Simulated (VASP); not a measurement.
A run of VASP 6.6.1:

Contents of INCAR:

```
SYSTEM = MgO
PREC = Accurate ; ENCUT = 520
EDIFF = 1E-8 ; ISMEAR = 0
SIGMA = 0.01 ; LREAL = .FALSE.
LASPH = .TRUE. ; NELM = 60
ALGO = Normal ; ISIF = 2
LWAVE = .FALSE. ; LCHARG = .FALSE.
METAGGA = R2SCAN ; LMIXTAU = .TRUE.
LCALCEPS = .TRUE.
```

KPOINTS

```
Automatic mesh
0
G
  8 8 8
  0 0 0
```

The input POSCAR:

```
MgO
1.0
    0.0000000000      2.1442107638      2.1442107638
    2.1442107638      0.0000000000      2.1442107638
    2.1442107638      2.1442107638      0.0000000000
Mg O
1 1
Direct
    0.0000000000      0.0000000000      0.0000000000
    0.5000000000      0.5000000000      0.5000000000
```

Potentials or basis: VASP PAW PBE potentials, release 64 (Mg, O).

The run is started by

```sh
$ cat potpaw_PBE.64/Mg/POTCAR potpaw_PBE.64/O/POTCAR > POTCAR
$ mpirun -np 1 vasp_std > vasp.out
```

Hardware: 1 thread of Intel(R) Xeon(R) Platinum 8488C (Sapphire Rapids), with other jobs on the host.

Question: How long does it take, and how much memory?

Answer: Wall time 9.1 min on 1 thread of Intel(R) Xeon(R) Platinum 8488C (Sapphire Rapids) (shared host), peak memory 0.25 GiB. Counts: scf iterations 66, k points 29.
